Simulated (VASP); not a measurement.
ZrO2:

```
Zr O
1.0
     3.52269    0.00000    0.00000
     0.00000    3.52269    0.00000
     0.00000    0.00000    5.07132
Zr O
2 4
Direct
  0.00000 0.00000 0.00000
  0.50000 0.50000 0.50000
  0.00000 0.50000 0.20119
  0.00000 0.50000 0.70119
  0.50000 0.00000 0.29881
  0.50000 0.00000 0.79881
```

- Program: VASP 6.6.1
- Task: relaxation of the atoms
- Functional: PBE
- Potentials or basis: VASP PAW PBE potentials, release 64 (Zr_sv, O)
- Cutoff: 520 eV
- k mesh: 8 × 8 × 6
- Occupations: fermi-dirac, width 0.02 eV
- Spin: no spin polarisation

At the start: pressure 24.0 GPa; volume 10.49 Å³/atom.

**Question.** How do energy, volume and symmetry change on relaxing?

**Answer.** Over 3 steps the energy falls by 7.4 meV/atom at a fixed cell; space group P4_2/nmc (No. 137, to 0.1 Å) before and after.

Step by step:
```tsv
step	energy change (eV)	largest force (eV/Å)	pressure (GPa)
1	0.0000	0.3497	23.99
2	-0.0201	0.2473	23.05
3	-0.0444	0.0106	20.66
```

Final structure:
```yaml
crystal:
  lattice:
    - [3.52269, 0.00000, 0.00000]
    - [0.00000, 3.52269, 0.00000]
    - [0.00000, 0.00000, 5.07132]
  atoms:
    - { symbol: Zr, position: [0.00000, 0.00000, 0.00000] }
    - { symbol: Zr, position: [0.50000, 0.50000, 0.50000] }
    - { symbol: O, position: [0.00000, 0.50000, 0.21450] }
    - { symbol: O, position: [0.00000, 0.50000, 0.71450] }
    - { symbol: O, position: [0.50000, 0.00000, 0.28550] }
    - { symbol: O, position: [0.50000, 0.00000, 0.78550] }
```
